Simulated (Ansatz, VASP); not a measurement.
Hg in VASP and in Ansatz

```xyz
1
Lattice="-2.0697 2.0697 1.8023 2.0697 -2.0697 1.8023 2.0697 2.0697 -1.8023" Properties=species:S:1:pos:R:3 pbc="T T T"
Hg    0.0000    0.0000    0.0000
```

Alike in both runs: task single point; functional PBE; k mesh 4 × 4 × 4; occupations gaussian, width 0.1 eV; no spin polarisation.

|  | VASP | Ansatz |
| --- | --- | --- |
| version | VASP 6.6.1 | Ansatz 0.2.0 |
| potentials or method | VASP PAW PBE potentials, release 64 (Hg), cutoff 520 eV | scalar-relativistic, plane waves, PAW |
| valence electrons in the cell | 12 | 20 |

VASP gave:

```
gap on the k mesh at the Fermi level (eV)                     : none
pressure (GPa)                                                : 0.5
traceless stress, the component that is largest in VASP (GPa) : -0.68
```

**Question.** Which values does Ansatz return?

**Answer.** gap on the k mesh at the Fermi level (eV): none; pressure (GPa): 0.5; traceless stress, the component that is largest in VASP (GPa): -0.69.

A gap of «none» marks a metal or a gap that the smearing closes. With one functional, cell and mesh, what is left measures potentials, basis and numerics. VASP's potentials hold 12 valence electrons a cell and Ansatz's 20, so a difference there can come from the potentials and not from the codes.

The k mesh is coarse, so the values compare programs but aren't converged. Spin-orbit coupling is off throughout.
